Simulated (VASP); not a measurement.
# Os (Im-3m) in VASP: single point with PBE

Aim: the single point of Os with PBE.

All numbers are computed with VASP 6.6.1; they aren't measurements. Logs are shortened: lines on timing, memory, paths and dates and some standing lists are left out, and cuts for length are marked.

## (1) The cell of the first run

Symmetry: Im-3m, No. 229, cubic system. The conventional cell has a = 3.094 Å, b = 3.094 Å, c = 3.094 Å, α = 90.00°, β = 90.00°, γ = 90.00°. Os (site symmetry m-3m) has 14 Os at 2.68 to 3.09 Å within 3.5 Å.

This isn't the form of Os at room conditions, which is hcp.

## (2) Single point, PBE, non-collinear spin, zero start, spin-orbit coupling

Input file INCAR:

```
SYSTEM = Os
  PREC = Accurate
  ENCUT = 520
  EDIFF = 1E-6
  ISMEAR = 0
  SIGMA = 0.05
  LREAL = .FALSE.
  LASPH = .TRUE.
  NELM = 150
  ALGO = Normal
  ISIF = 2
  LWAVE = .FALSE.
  LCHARG = .FALSE.
  LNONCOLLINEAR = .TRUE.
  MAGMOM = 0 0 0
  LORBIT = 11
  LSORBIT = .TRUE.
  GGA_COMPAT = .FALSE.
  LORBMOM = .TRUE.
  LMAXMIX = 4
  GGA = PE
  NBANDS = 19
```

Input file KPOINTS:

```
regular mesh
0
G
  18 18 18
  0 0 0
```

Input file POSCAR:

```
Os
1.0
   -1.5469769105      1.5469769105      1.5469769105
    1.5469769105     -1.5469769105      1.5469769105
    1.5469769105      1.5469769105     -1.5469769105
Os
1
Direct
    0.0000000000      0.0000000000      0.0000000000
```

Potentials or basis: VASP PAW PBE potentials, release 64 (Os).

Command:

```sh
$ cat potpaw_PBE.64/Os/POTCAR > POTCAR
$ mpirun -np 1 vasp_ncl > vasp.out
```

OUTCAR:

```text
SYSTEM = Os
   PREC = Accurate
   ENCUT = 520
   EDIFF = 1E-6
   ISMEAR = 0
   LREAL = .FALSE.
   LASPH = .TRUE.
   NELM = 150
   ISIF = 2
   LNONCOLLINEAR = .TRUE.
   LORBIT = 11
   LSORBIT = .TRUE.
   GGA = PE

 ion  position               nearest neighbor table
   1  0.000  0.000  0.000-

  LATTYP: Found a body centered cubic cell.
 ALAT       =     3.0939538210

  Lattice vectors:

 A1 = (  -1.5469769105,   1.5469769105,   1.5469769105)
 A2 = (   1.5469769105,  -1.5469769105,   1.5469769105)
 A3 = (   1.5469769105,   1.5469769105,  -1.5469769105)

Analysis of symmetry for initial positions (statically):
=====================================================================
 Subroutine PRICEL returns:
 Original cell was already a primitive cell.

 Routine SETGRP: Setting up the symmetry group for a
 body centered cubic supercell.

 Subroutine GETGRP returns: Found 48 space group operations
 (whereof 48 operations were pure point group operations)
 out of a pool of 48 trial point group operations.

The static configuration has the point symmetry O_h .

Analysis of symmetry for dynamics (positions and initial velocities):
=====================================================================
 Subroutine PRICEL returns:
 Original cell was already a primitive cell.

 Routine SETGRP: Setting up the symmetry group for a
 body centered cubic supercell.

 Subroutine GETGRP returns: Found 48 space group operations
 (whereof 48 operations were pure point group operations)
 out of a pool of 48 trial point group operations.

The dynamic configuration has the point symmetry O_h .

Analysis of structural, dynamic, and magnetic symmetry:
=====================================================================
 Subroutine PRICEL returns:
 Original cell was already a primitive cell.

 Routine SETGRP: Setting up the symmetry group for a
 body centered cubic supercell.

 Subroutine GETGRP returns: Found 48 space group operations
 (whereof 48 operations were pure point group operations)
 out of a pool of 48 trial point group operations.

The overall configuration has the point symmetry O_h .

 Subroutine INISYM returns: Found 48 space group operations
 (whereof 48 operations are pure point group operations),
 and found     1 'primitive' translations

----------------------------------------------------------------------------------------

                                     Primitive cell

  volume of cell :      14.8085

  direct lattice vectors                    reciprocal lattice vectors
    -1.546976910  1.546976910  1.546976910     0.000000000  0.323211030  0.323211030
     1.546976910 -1.546976910  1.546976910     0.323211030  0.000000000  0.323211030
     1.546976910  1.546976910 -1.546976910     0.323211030  0.323211030  0.000000000

  length of vectors
     2.679442607  2.679442607  2.679442607     0.457089422  0.457089422  0.457089422

  position of ions in fractional coordinates (direct lattice)
     0.000000000  0.000000000  0.000000000

  ion indices of the primitive-cell ions
   primitive index   ion index
                 1           1

----------------------------------------------------------------------------------------

 KPOINTS: regular mesh

Automatic generation of k-mesh.
 Grid dimensions read from file:
 generate k-points for:   18   18   18

 Generating k-lattice:

  Cartesian coordinates                     Fractional coordinates (reciprocal lattice)
     0.000000000  0.017956168  0.017956168     0.055555556  0.000000000  0.000000000
     0.017956168  0.000000000  0.017956168     0.000000000  0.055555556  0.000000000
     0.017956168  0.017956168  0.000000000     0.000000000  0.000000000  0.055555556

  Length of vectors
     0.025393857  0.025393857  0.025393857

  Shift w.r.t. Gamma in fractional coordinates (k-lattice)
     0.000000000  0.000000000  0.000000000

 Subroutine IBZKPT returns following result:
 ===========================================

 Found    195 irreducible k-points:

 Following reciprocal coordinates:
            Coordinates               Weight
  0.000000  0.000000  0.000000      1.000000
  0.055556  0.000000  0.000000     12.000000
  0.111111  0.000000  0.000000     12.000000
  0.166667  0.000000  0.000000     12.000000
  0.222222  0.000000  0.000000     12.000000
  0.277778  0.000000  0.000000     12.000000
[... 16 lines left out ...]
  0.333333  0.111111 -0.000000     48.000000
  0.388889  0.111111 -0.000000     48.000000
 [... further k-points ...]
   k-points           NKPTS =    195   k-points in BZ     NKDIM =    195   number of bands    NBANDS=     19
   number of dos      NEDOS =    301   number of ions     NIONS =      1
   total plane-waves  NPLWV =   8000
   dimension x,y,z NGX =    20 NGY =   20 NGZ =   20
   dimension x,y,z NGXF=    40 NGYF=   40 NGZF=   40
   ions per type =               1
   NGX,Y,Z   is equivalent  to a cutoff of  12.41, 12.41, 12.41 a.u.
   NGXF,Y,Z  is equivalent  to a cutoff of  24.82, 24.82, 24.82 a.u.
 SYSTEM =  Os
   PREC   = accura    normal or accurate (medium, high low for compatibility)
   ISTART =      0    job   : 0-new  1-cont  2-samecut
   ICHARG =      2    charge: 1-file 2-atom 10-const
   ISPIN  =      1    spin polarized calculation?
   LNONCOLLINEAR =      T non collinear calculations
   LSORBIT =      T    spin-orbit coupling
   LASPH  =      T    aspherical Exc in radial PAW
   ENCUT  =  520.0 eV  38.22 Ry    6.18 a.u.   4.98  4.98  4.98*2*pi/ulx,y,z
   NELM   =    150;   NELMIN=  2; NELMDL= -5     # of ELM steps
   EDIFF  = 0.1E-05   stopping-criterion for ELM
   LREAL  =      F    real-space projection
   EDIFFG = 0.1E-04   stopping-criterion for IOM
   NSW    =      0    number of steps for IOM
   IBRION =     -1    ionic relax: 0-MD 1-quasi-New 2-CG
   NFREE  =      0    steps in history (QN), initial steepest desc. (CG)
   ISIF   =      2    stress and relaxation
   ISYM   =      2    0-nonsym 1-usesym 2-fastsym
   POTIM  = 0.5000    time-step for ionic-motion
   TEBEG  =    0.0;   TEEND  =   0.0 temperature during run
   PSTRESS=    0.0 pullay stress
   NELECT =       8.0000    total number of electrons
   NUPDOWN=      -1.0000    fix difference up-down
   EMIN   =  10.00;   EMAX   =-10.00  energy-range for DOS
   EFERMI =   0.00;   METHOD = LEGACY
   ISMEAR =     0;   SIGMA  =   0.05  broadening in eV -4-tet -1-fermi 0-gaus
   EFERMI_NEDOS =   21; number of points for ismear=-14 and -15
   IALGO  =     38    algorithm
   IMIX   =      4    mixing-type and parameters
     AMIX     =   0.40;   BMIX     =  1.00
     AMIX_MAG =   1.60;   BMIX_MAG =  1.00
  volume/ion in A,a.u.               =      14.81        99.93
  Fermi-wavevector in a.u.,A,eV,Ry     =   1.333320  2.519609 24.187644  1.777742
  Thomas-Fermi vector in A             =   2.462187
   LORBIT       =     11    0 simple, 1 ext, 2 COOP (PROOUT), +10 PAW based schemes
   GGA     = PE    functional components
   LHFCALC =     F    Hartree Fock is set to
   AEXX    =    0.0000 exact exchange contribution
   IVDW    =     0    specifies the selected vdW correction
   LEPSILON=     F    determine dielectric tensor
   LRPA    =     F    only Hartree local field effects (RPA)
 Gauss-broadening in eV      SIGMA  =   0.05
  energy-cutoff  :      520.00
  volume of cell :       14.81
 maximum number of plane-waves:       836
   NGX =  9   NGY =  9   NGZ =  9

 number of electron       8.0000000 magnetization       0.0000000      0.0000000      0.0000000

 number of electron       7.9999998 magnetization      -0.0000000      0.0000000      0.0000000

 number of electron       7.9999998 magnetization       0.0000000     -0.0000000     -0.0000000

 Free energy of the ion-electron system (eV)
  ---------------------------------------------------
  ext. energy  EPLUGINS =         0.00000000
  ---------------------------------------------------
  free energy    TOTEN  =       -10.73797222 eV

  energy without entropy =      -10.73673301  energy(sigma->0) =      -10.73735262

 E-fermi :   8.9168     XC(G=0): -13.7154

 val. band max:        8.8871420925   @ k =   0.3889   0.1667   0.0556
 cond. band min:       8.9214714303   @ k =   0.2222   0.1667   0.1111
 fundamental gap:      0.0343293378
 Fermi energy:         8.9168142282

 k-point     1 :       0.0000    0.0000    0.0000
  band No.  band energies     occupation
      1      -1.7946      1.00000
      2      -1.7946      1.00000
      3       5.3776      1.00000
      4       5.3776      1.00000
      5       5.3776      1.00000
      6       5.3776      1.00000
[... 11 lines left out ...]
     18      25.1004      0.00000
     19      36.4545      0.00000

 k-point     2 :       0.0556    0.0000    0.0000
  band No.  band energies     occupation
      1      -1.6511      1.00000
      2      -1.6511      1.00000
      3       5.3440      1.00000
      4       5.3440      1.00000
      5       5.4297      1.00000
      6       5.4297      1.00000
[... 11 lines left out ...]
     18      25.3565      0.00000
     19      34.5410      0.00000

 k-point     3 :       0.1111    0.0000    0.0000
  band No.  band energies     occupation
      1      -1.2346      1.00000
      2      -1.2346      1.00000
      3       5.2188      1.00000
      4       5.2188      1.00000
      5       5.4738      1.00000
      6       5.4738      1.00000
[... 11 lines left out ...]
     18      26.0313      0.00000
     19      32.6392      0.00000

 k-point     4 :       0.1667    0.0000    0.0000
  band No.  band energies     occupation
      1      -0.5930      1.00000
      2      -0.5930      1.00000
      3       4.9807      1.00000
      4       4.9807      1.00000
      5       5.4012      1.00000
      6       5.4012      1.00000
[... 407 lines left out ...]
     18      27.4841      0.00000
     19      30.7313      0.00000

 k-point    23 :       0.3333    0.1111   -0.0000
  band No.  band energies     occupation
      1       1.8094      1.00000
      2       1.8094      1.00000
      3       3.9060      1.00000
      4       3.9060      1.00000
      5       6.1490      1.00000
      6       6.1490      1.00000
[... 11 lines left out ...]
     18      26.2495      0.00000
     19      32.2046      0.00000

 k-point    24 :       0.3889    0.1111   -0.0000
  band No.  band energies     occupation
      1       1.7852      1.00000
      2       1.7852      1.00000
      3       3.7787      1.00000
      4       3.7787      1.00000
      5       6.9094      1.00000
      6       6.9094      1.00000
[... 11 lines left out ...]
     18      25.3000      0.00000
     19      32.9729      0.00000

 [... further k-points ...]

------------------------ aborting loop because EDIFF is reached ----------------------------------------

  FORCE on cell =-STRESS in cart. coord.  units (eV):
  Direction    XX          YY          ZZ          XY          YZ          ZX
  --------------------------------------------------------------------------------------
  -------------------------------------------------------------------------------------
  Total        0.0137087      0.0137087      0.0137087      0.0000000      0.0000000      0.0000000
  in kB        1.4831822      1.4831822      1.4831822      0.0000000      0.0000000      0.0000000
  external PRESSURE =       1.4831822 kB  Pullay stress =       0.0000000 kB

 VOLUME and BASIS-vectors are now :
 -----------------------------------------------------------------------------
  energy-cutoff  :      520.00
  volume of cell :       14.81
      direct lattice vectors                 reciprocal lattice vectors
    -1.546976910  1.546976910  1.546976910     0.000000000  0.323211030  0.323211030
     1.546976910 -1.546976910  1.546976910     0.323211030  0.000000000  0.323211030
     1.546976910  1.546976910 -1.546976910     0.323211030  0.323211030  0.000000000

 POSITION                                       TOTAL-FORCE (eV/Angst)
 -----------------------------------------------------------------------------------
      0.00000      0.00000      0.00000         0.000000      0.000000      0.000000
 -----------------------------------------------------------------------------------
    total drift:                                0.000000     -0.000000      0.000000

  FREE ENERGIE OF THE ION-ELECTRON SYSTEM (eV)
  ---------------------------------------------------
  free  energy   TOTEN  =       -10.7379722215 eV

  energy  without entropy=      -10.7367330135  energy(sigma->0) =      -10.73735262

 orbital moment (x)

 # of ion     p       d       tot
 ----------------------------------------
  1         0.000  -0.000  -0.000
 ----------------------------------------
            0.000  -0.000  -0.000

 orbital moment (y)

 # of ion     p       d       tot
 ----------------------------------------
  1        -0.000  -0.000  -0.000
 ----------------------------------------
           -0.000  -0.000  -0.000

 orbital moment (z)

 # of ion     p       d       tot
 ----------------------------------------
  1         0.000   0.000   0.000
 ----------------------------------------
            0.000   0.000   0.000

 Spin-Orbit-Coupling matrix elements

 Ion:    1  E_soc:     -0.7345256
 l=   1
     0.0000000    -0.0398775    -0.0398775
    -0.0398775     0.0000000    -0.0398775
    -0.0398775    -0.0398775     0.0000000
 l=   2
     0.0000000    -0.0102589     0.0000000    -0.0102589    -0.0722844
    -0.0102589     0.0000000    -0.0542133    -0.0102589    -0.0180711
     0.0000000    -0.0542133     0.0000000    -0.0542133     0.0000000
    -0.0102589    -0.0102589    -0.0542133     0.0000000    -0.0180711
    -0.0722844    -0.0180711     0.0000000    -0.0180711     0.0000000
 l=   3
     0.0000000     0.0000000     0.0000000     0.0000000     0.0000000     0.0000000     0.0000000
     0.0000000     0.0000000     0.0000000     0.0000000     0.0000000     0.0000000     0.0000000
     0.0000000     0.0000000     0.0000000     0.0000000     0.0000000     0.0000000     0.0000000
     0.0000000     0.0000000     0.0000000     0.0000000     0.0000000     0.0000000     0.0000000
     0.0000000     0.0000000     0.0000000     0.0000000     0.0000000     0.0000000     0.0000000
     0.0000000     0.0000000     0.0000000     0.0000000     0.0000000     0.0000000     0.0000000
     0.0000000     0.0000000     0.0000000     0.0000000     0.0000000     0.0000000     0.0000000

 total charge

# of ion       s       p       d       tot
------------------------------------------
    1        0.629   0.691   5.953   7.273

 magnetization (x)

# of ion       s       p       d       tot
------------------------------------------
    1        0.000  -0.000   0.000   0.000

 magnetization (y)

# of ion       s       p       d       tot
------------------------------------------
    1       -0.000  -0.000  -0.000  -0.000

 magnetization (z)

# of ion       s       p       d       tot
------------------------------------------
    1       -0.000   0.000  -0.000   0.000
```

It took 72 s on 1 thread of Intel Xeon Platinum 8259CL at 2.50GHz (Skylake/Cascade Lake), shared host; peak memory 0.21 GiB.

Results:

- Free energy: -10.7380 eV
- Pressure: 0.1 GPa
- Net moment: 0.00 μB per cell
- Valence electrons inside the program's atomic spheres: Os 7.27

Moments on the atoms (μB; x, y, z):
```
Os  0.00 0.00 0.00
```
